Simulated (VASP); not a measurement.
RbBr:

```
Rb Br
1.0
     0.00000    3.32239    3.32239
     3.32239    0.00000    3.32239
     3.32239    3.32239    0.00000
Rb Br
1 1
Cartesian
  0.0000 0.0000 0.0000
  3.3224 3.3224 3.3224
```

This cell differs from its parent crystal: strain -4.0%.

Base run:

- Program: VASP 6.6.1
- Functional: HSE06
- Potentials or basis: VASP PAW PBE potentials, release 64 (Rb_sv, Br)
- Cutoff: 520 eV
- k mesh: 4 × 4 × 4
- Occupations: gaussian, width 0.01 eV
- Spin: no spin polarisation

Its results: band gap on the k mesh 5.79 eV, direct; pressure 2.7 GPa.

The run is repeated on the same cell with these changes: functional from HSE06 to PBE; further incar settings from ALGO = Normal; EDIFF = 1e-06; NBANDS = 15 to ALGO = Normal; EDIFF = 1e-07; NBANDS = 15. What comes out?

Band gap on the k mesh 4.61 eV, direct; pressure 3.0 GPa.

Caveats: the PAW data sets were made with another functional, which shifts forces and pressure a little (some runs).

